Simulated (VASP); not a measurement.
# CrCoH3 (P4mm) in VASP: further runs

CrCoH3 is run at these levels: PBE; tasks: single point, relaxation of cell and atoms.

Everything below comes from runs of VASP 6.6.1. Logs are shortened: lines on timing, memory, paths and dates and some standing lists are left out, and cuts for length are marked.

## 1. The cell of the first run

The structure is tetragonal, space group P4mm (No. 99). The conventional cell has a = 3.232 Å, b = 3.232 Å, c = 3.233 Å, α = 90.00°, β = 90.00°, γ = 90.00°. Cr (site symmetry 4mm) has 12 H at 2.27 to 2.30 Å and 8 Co at 2.80 Å within 3.0 Å. Co (site symmetry 4mm) has 6 H at 1.62 Å within 2.2 Å. Within 2.3 Å of H (site symmetry 4mm) lie 2 Co at 1.62 Å and 8 H at 2.28 to 2.29 Å and 4 Cr at 2.29 Å. Within 2.3 Å of H (site symmetry 2mm) lie 2 Co at 1.62 Å and 4 Cr at 2.27 to 2.30 Å and 8 H at 2.28 to 2.29 Å.

## 2. Single point, PBE, collinear spin

File INCAR:

```
SYSTEM = CrCoH3
PREC = Accurate
ENCUT = 520
EDIFF = 1E-7
ISMEAR = 0
SIGMA = 0.1
LREAL = .False.
LASPH = .True.
NELM = 150
ALGO = Normal
ISIF = 2
LWAVE = .False.
LCHARG = .True.
ISPIN = 2
MAGMOM = 3.31 -0.19 0 0 0
LORBIT = 11
LMAXMIX = 4
GGA = PE
LELF = .True.
LVHAR = .True.
NBANDS = 24
```

File KPOINTS:

```
Automatic mesh
0
Gamma
  6 6 6
  0 0 0
```

File POSCAR:

```
CrCoH3
1.0
    3.2321895589      0.0000000000      0.0000000000
    0.0000000000      3.2321895589      0.0000000000
    0.0000000000      0.0000000000      3.2328170186
Cr Co H
1 1 3
Direct
    0.0000000000      0.0000000000     -0.0055668302
    0.5000000000      0.5000000000      0.4932159431
    0.5000000000      0.5000000000      0.9929963444
    0.0000000000      0.5000000000      0.4896772714
    0.5000000000      0.0000000000      0.4896772714
```

Potentials or basis: VASP PAW PBE potentials, release 64 (Cr_pv, Co, H).

On the command line:

```console
$ cat potpaw_PBE.64/Cr_pv/POTCAR potpaw_PBE.64/Co/POTCAR potpaw_PBE.64/H/POTCAR > POTCAR
$ mpirun -np 1 vasp_std > vasp.out
```

OUTCAR:

```text
SYSTEM = CrCoH3
   PREC = Accurate
   ENCUT = 520
   EDIFF = 1E-7
   ISMEAR = 0
   LREAL = .False.
   LASPH = .True.
   NELM = 150
   ISIF = 2
   ISPIN = 2
   LORBIT = 11
   GGA = PE

 ion  position               nearest neighbor table
   1  0.000  0.000  0.994-   2 2.80   2 2.80   2 2.80   2 2.80   2 2.80   2 2.80   2 2.80   2 2.80

   2  0.500  0.500  0.493-   3 1.62   4 1.62   5 1.62   5 1.62   4 1.62   3 1.62   1 2.80   1 2.80
                             1 2.80   1 2.80   1 2.80   1 2.80   1 2.80   1 2.80
   3  0.500  0.500  0.993-   2 1.62   2 1.62
   4  0.000  0.500  0.490-   2 1.62   2 1.62
   5  0.500  0.000  0.490-   2 1.62   2 1.62

  LATTYP: Found a simple tetragonal cell.
 ALAT       =     3.2321895589
 C/A-ratio  =     1.0001941284

  Lattice vectors:

 A1 = (   3.2321895589,   0.0000000000,   0.0000000000)
 A2 = (   0.0000000000,   3.2321895589,   0.0000000000)
 A3 = (   0.0000000000,   0.0000000000,   3.2328170186)

Analysis of symmetry for initial positions (statically):
=====================================================================
 Subroutine PRICEL returns:
 Original cell was already a primitive cell.

 Routine SETGRP: Setting up the symmetry group for a
 simple tetragonal supercell.

 Subroutine GETGRP returns: Found  8 space group operations
 (whereof  8 operations were pure point group operations)
 out of a pool of 16 trial point group operations.

The static configuration has the point symmetry C_4v.

Analysis of symmetry for dynamics (positions and initial velocities):
=====================================================================
 Subroutine PRICEL returns:
 Original cell was already a primitive cell.

 Routine SETGRP: Setting up the symmetry group for a
 simple tetragonal supercell.

 Subroutine GETGRP returns: Found  8 space group operations
 (whereof  8 operations were pure point group operations)
 out of a pool of 16 trial point group operations.

The dynamic configuration has the point symmetry C_4v.

Analysis of structural, dynamic, and magnetic symmetry:
=====================================================================
 Subroutine PRICEL returns:
 Original cell was already a primitive cell.

 Routine SETGRP: Setting up the symmetry group for a
 simple tetragonal supercell.

 Subroutine GETGRP returns: Found  8 space group operations
 (whereof  8 operations were pure point group operations)
 out of a pool of 16 trial point group operations.

The overall configuration has the point symmetry C_4v.

 Subroutine INISYM returns: Found  8 space group operations
 (whereof  8 operations are pure point group operations),
 and found     1 'primitive' translations

----------------------------------------------------------------------------------------

                                     Primitive cell

  volume of cell :      33.7734

  direct lattice vectors                    reciprocal lattice vectors
     3.232189559  0.000000000  0.000000000     0.309387795  0.000000000  0.000000000
     0.000000000  3.232189559  0.000000000     0.000000000  0.309387795  0.000000000
     0.000000000  0.000000000  3.232817019     0.000000000  0.000000000  0.309327746

  length of vectors
     3.232189559  3.232189559  3.232817019     0.309387795  0.309387795  0.309327746

  position of ions in fractional coordinates (direct lattice)
     0.000000000  0.000000000  0.994433170
     0.500000000  0.500000000  0.493215943
     0.500000000  0.500000000  0.992996344
     0.000000000  0.500000000  0.489677271
     0.500000000  0.000000000  0.489677271

  ion indices of the primitive-cell ions
   primitive index   ion index
                 1           1
                 2           2
                 3           3
                 4           4
                 5           5

----------------------------------------------------------------------------------------

[... 23 lines left out ...]

 Following reciprocal coordinates:
            Coordinates               Weight
  0.000000  0.000000  0.000000      1.000000
  0.166667  0.000000  0.000000      4.000000
  0.333333  0.000000  0.000000      4.000000
  0.500000  0.000000  0.000000      2.000000
  0.166667  0.166667  0.000000      4.000000
  0.333333  0.166667  0.000000      8.000000
[... 16 lines left out ...]
  0.333333  0.000000  0.333333      8.000000
  0.500000  0.000000  0.333333      4.000000
 [... further k-points ...]
   k-points           NKPTS =     40   k-points in BZ     NKDIM =     40   number of bands    NBANDS=     24
   number of dos      NEDOS =    301   number of ions     NIONS =      5
   total plane-waves  NPLWV =  13824
   dimension x,y,z NGX =    24 NGY =   24 NGZ =   24
   dimension x,y,z NGXF=    48 NGYF=   48 NGZF=   48
   ions per type =               1   1   3
   NGX,Y,Z   is equivalent  to a cutoff of  12.34, 12.34, 12.34 a.u.
   NGXF,Y,Z  is equivalent  to a cutoff of  24.69, 24.69, 24.68 a.u.
 SYSTEM =  CrCoH3
   PREC   = accura    normal or accurate (medium, high low for compatibility)
   ISTART =      0    job   : 0-new  1-cont  2-samecut
   ICHARG =      2    charge: 1-file 2-atom 10-const
   ISPIN  =      2    spin polarized calculation?
   LNONCOLLINEAR =      F non collinear calculations
   LSORBIT =      F    spin-orbit coupling
   LASPH  =      T    aspherical Exc in radial PAW
   ENCUT  =  520.0 eV  38.22 Ry    6.18 a.u.   6.01  6.01  6.01*2*pi/ulx,y,z
   NELM   =    150;   NELMIN=  2; NELMDL= -5     # of ELM steps
   EDIFF  = 0.1E-06   stopping-criterion for ELM
   LREAL  =      F    real-space projection
   EDIFFG = 0.1E-05   stopping-criterion for IOM
   NSW    =      0    number of steps for IOM
   IBRION =     -1    ionic relax: 0-MD 1-quasi-New 2-CG
   NFREE  =      0    steps in history (QN), initial steepest desc. (CG)
   ISIF   =      2    stress and relaxation
   ISYM   =      2    0-nonsym 1-usesym 2-fastsym
   POTIM  = 0.5000    time-step for ionic-motion
   TEBEG  =    0.0;   TEEND  =   0.0 temperature during run
   PSTRESS=    0.0 pullay stress
   NELECT =      24.0000    total number of electrons
   NUPDOWN=      -1.0000    fix difference up-down
   EMIN   =  10.00;   EMAX   =-10.00  energy-range for DOS
   EFERMI =   0.00;   METHOD = LEGACY
   ISMEAR =     0;   SIGMA  =   0.10  broadening in eV -4-tet -1-fermi 0-gaus
   EFERMI_NEDOS =   21; number of points for ismear=-14 and -15
   IALGO  =     38    algorithm
   IMIX   =      4    mixing-type and parameters
     AMIX     =   0.40;   BMIX     =  1.00
     AMIX_MAG =   1.60;   BMIX_MAG =  1.00
  volume/ion in A,a.u.               =       6.75        45.58
  Fermi-wavevector in a.u.,A,eV,Ry     =   1.460899  2.760700 29.037923  2.134227
  Thomas-Fermi vector in A             =   2.577295
   LORBIT       =     11    0 simple, 1 ext, 2 COOP (PROOUT), +10 PAW based schemes
   GGA     = PE    functional components
   LHFCALC =     F    Hartree Fock is set to
   AEXX    =    0.0000 exact exchange contribution
   IVDW    =     0    specifies the selected vdW correction
   LEPSILON=     F    determine dielectric tensor
   LRPA    =     F    only Hartree local field effects (RPA)
 spin polarized calculation
 Gauss-broadening in eV      SIGMA  =   0.10
  energy-cutoff  :      520.00
  volume of cell :       33.77
 maximum number of plane-waves:       931
   NGX = 13   NGY = 13   NGZ = 13

 number of electron      23.9999991 magnetization       0.0002226

 number of electron      23.9999991 magnetization      -0.0001091

 Free energy of the ion-electron system (eV)
  ---------------------------------------------------
  ext. energy  EPLUGINS =         0.00000000
  ---------------------------------------------------
  free energy    TOTEN  =       -25.34322515 eV

  energy without entropy =      -25.32159097  energy(sigma->0) =      -25.33240806

 E-fermi :   7.6699     XC(G=0): -12.2834

 val. band max:        7.6578164348   @ k =   0.5000   0.3333   0.1667
 cond. band min:       7.7139669382   @ k =   0.5000   0.0000   0.5000
 fundamental gap:      0.0561505034
 Fermi energy:         7.6698740542

 spin component 1

 k-point     1 :       0.0000    0.0000    0.0000
  band No.  band energies     occupation
      1     -35.4827      1.00000
      2     -35.4826      1.00000
      3     -35.4826      1.00000
      4      -3.6849      1.00000
      5       1.4489      1.00000
      6       1.4492      1.00000
[... 637 lines left out ...]
     23      20.9785      0.00000
     24      24.9838      0.00000

 [... further k-points ...]

 spin component 2

 k-point     1 :       0.0000    0.0000    0.0000
  band No.  band energies     occupation
      1     -35.4828      1.00000
      2     -35.4827      1.00000
      3     -35.4827      1.00000
      4      -3.6849      1.00000
      5       1.4489      1.00000
      6       1.4492      1.00000
[... 637 lines left out ...]
     23      20.9785      0.00000
     24      24.9838      0.00000

 [... further k-points ...]

------------------------ aborting loop because EDIFF is reached ----------------------------------------

  FORCE on cell =-STRESS in cart. coord.  units (eV):
  Direction    XX          YY          ZZ          XY          YZ          ZX
  --------------------------------------------------------------------------------------
  -------------------------------------------------------------------------------------
  Total       -3.2787740     -3.2787740     -3.2814118      0.0000000      0.0000000      0.0000000
  in kB     -155.5418629   -155.5418629   -155.6669985      0.0000000      0.0000000      0.0000000
  external PRESSURE =    -155.5835748 kB  Pullay stress =       0.0000000 kB

 VOLUME and BASIS-vectors are now :
 -----------------------------------------------------------------------------
  energy-cutoff  :      520.00
  volume of cell :       33.77
      direct lattice vectors                 reciprocal lattice vectors
     3.232189559  0.000000000  0.000000000     0.309387795  0.000000000  0.000000000
     0.000000000  3.232189559  0.000000000     0.000000000  0.309387795  0.000000000
     0.000000000  0.000000000  3.232817019     0.000000000  0.000000000  0.309327746

 POSITION                                       TOTAL-FORCE (eV/Angst)
 -----------------------------------------------------------------------------------
      0.00000      0.00000      3.21482         0.000000      0.000000      0.006859
      1.61609      1.61609      1.59448         0.000000      0.000000      0.007317
      1.61609      1.61609      3.21018         0.000000     -0.000000     -0.001954
      0.00000      1.61609      1.58304         0.000000      0.000000     -0.006110
      1.61609      0.00000      1.58304        -0.000000     -0.000000     -0.006110
 -----------------------------------------------------------------------------------
    total drift:                                0.000000      0.000000     -0.000772

  FREE ENERGIE OF THE ION-ELECTRON SYSTEM (eV)
  ---------------------------------------------------
  free  energy   TOTEN  =       -25.3432251508 eV

  energy  without entropy=      -25.3215909717  energy(sigma->0) =      -25.33240806

 total charge

# of ion       s       p       d       tot
------------------------------------------
    1        0.205   6.174   4.102  10.481
    2        0.446   0.621   7.591   8.659
    3        0.524   0.034   0.000   0.559
    4        0.524   0.034   0.000   0.559
    5        0.524   0.034   0.000   0.559
--------------------------------------------------
tot          2.224   6.898  11.693  20.816

 magnetization (x)

# of ion       s       p       d       tot
------------------------------------------
    1       -0.000  -0.000  -0.000  -0.000
    2        0.000   0.000   0.000   0.000
    3        0.000   0.000   0.000   0.000
    4        0.000   0.000   0.000   0.000
    5        0.000   0.000   0.000   0.000
--------------------------------------------------
tot          0.000   0.000  -0.000  -0.000
```

It took 1.8 min on 1 thread of Oxide Virtual Turin-like, shared host; peak memory 0.15 GiB.

What came out:

```
Free energy                                           : -25.3432 eV
Pressure                                              : -15.6 GPa
Largest force                                         : 0.007 eV/Å
Band gap on the k mesh                                : zero (filled and empty bands overlap)
Net moment                                            : 0.00 μB per cell
Valence electrons inside the program's atomic spheres : Cr 10.48; Co 8.66; H 0.56
```

Forces on the atoms (eV/Å):
```
Cr   0.000  0.000  0.007
Co   0.000  0.000  0.007
H    0.000  0.000 -0.002
H    0.000  0.000 -0.006
H    0.000  0.000 -0.006
```

Caveat: the cell stands under tension; the moments typed at the start vanished in this run.

(Part 1 of 2 ends here.)

The gap in the log of VASP goes by the Fermi energy; the results here count the filled bands.